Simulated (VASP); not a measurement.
A run of VASP 6.6.1 is set up as follows.

The input INCAR:

```
ALGO = Normal
EDIFF = 1E-7
ENCUT = 520
GGA = PS
ISIF = 2
ISMEAR = 0
IVDW = 12
LASPH = T
LCHARG = F
LREAL = F
LWAVE = F
NBANDS = 16
NELM = 100
PREC = Accurate
SIGMA = 0.15
```

The input KPOINTS:

```
k-points
0
Gamma
  21 21 8
```

File POSCAR:

```
C
1.0
    2.4360295743      0.0000000000      0.0000000000
   -1.2180147872      2.1096634957      0.0000000000
    0.0000000000      0.0000000000      7.1816587880
C
4
Direct
    0.0000000000      0.0000000000      0.0025000000
    0.0000000000      0.0000000000      0.5025000000
    0.3333333333      0.6666666667      0.0025000000
    0.6666666667      0.3333333333      0.5025000000
```

Potentials or basis: VASP PAW PBE potentials, release 64 (C).

Launch:

```console
$ cat potpaw_PBE.64/C/POTCAR > POTCAR
$ mpirun -np 1 vasp_std > vasp.out
```

Q: Estimate the pressure.

A: 7.9 GPa.

Q: What does it give for the band gap on the k mesh?

A: Zero (bands 8 and 9 overlap by 0.01 eV).

Q: What does it give for the dispersion energy per atom?

A: -0.103 eV.

Stress tensor (GPa, compression positive):
```
12.81  0.00  0.00
 0.00 12.81  0.00
 0.00  0.00 -1.91
```

Caveat: the cell stands under pressure; the PAW data sets were made with another functional, which shifts forces and pressure a little.
